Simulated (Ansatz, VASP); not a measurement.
V in VASP and in Ansatz

```
CELL_PARAMETERS angstrom
-1.48344 1.48344 1.48344
1.48344 -1.48344 1.48344
1.48344 1.48344 -1.48344
ATOMIC_POSITIONS crystal
V 0.00000 0.00000 0.00000
```

Alike in both runs: task single point; functional r2SCAN; k mesh 12 × 12 × 12; occupations fermi-dirac, width 0.05 eV; collinear spin.

|  | VASP | Ansatz |
| --- | --- | --- |
| version | VASP 6.6.1 | Ansatz 0.2.0 |
| potentials or method | VASP PAW PBE potentials, release 64 (V_sv) | Ansatz PAW |
| plane-wave cutoff (eV) | 520 | 500 |
| valence electrons in the cell | 13 | 13 |

|  | VASP | Ansatz | Ansatz less VASP |
| --- | --- | --- | --- |
| gap on the k mesh at the Fermi level (eV) | none | none | - |
| pressure (GPa) | 4.0 | 4.2 | +0.21 |
| net moment per atom (μB) | 0.00 | 0.41 | +0.414 |
| size of the moment on the site where the two differ most (μB) | 0.00 | 0.33 | +0.333 |

The net moments are unlike, so the other rows may belong to different states. VASP's potentials were made for PBE, not for r2SCAN. Site moments also hang on the region over which each program counts them. A gap of «none» marks a metal or a gap that the smearing closes.

Noted on Ansatz's run: the magnetic or orbital state may not be the lowest.
